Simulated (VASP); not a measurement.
Input of a VASP 6.6.1 run:

File INCAR:

```
ALGO = Normal
EDIFF = 1E-7
EDIFFG = -0.03
ENCUT = 500
GGA = PS
GGA_COMPAT = F
IBRION = 2
ISIF = 3
ISMEAR = -1
LASPH = T
LCHARG = F
LREAL = F
LWAVE = F
NELM = 120
NELMIN = 4
NSW = 80
PREC = Accurate
SIGMA = 0.05
```

The input KPOINTS:

```
k-points
0
Gamma
  6 6 6
```

Contents of POSCAR:

```
Al
1.0
    3.2100000000      0.0000000000      0.0000000000
    0.0000000000      3.2100000000      0.0000000000
    0.0000000000      0.0000000000      3.2100000000
Al
2
Direct
    0.0000000000      0.0000000000      0.0000000000
    0.5000000000      0.5000000000      0.5000000000
```

Potentials or basis: VASP PAW PBE potentials, release 64 (Al).

Run with:

```console
$ cat potpaw_PBE.64/Al/POTCAR > POTCAR
$ mpirun -np 1 vasp_std > vasp.out
```

(1) What does it give for the relaxed cell?

(2) Predict the relaxed volume.

Answers

(1) a = 3.203 Å, b = 3.203 Å, c = 3.203 Å, α = 90.00°, β = 90.00°, γ = 90.00°.

(2) 16.43 Å³/atom.

Caveat: the PAW data sets were made with another functional, which shifts forces and pressure a little.
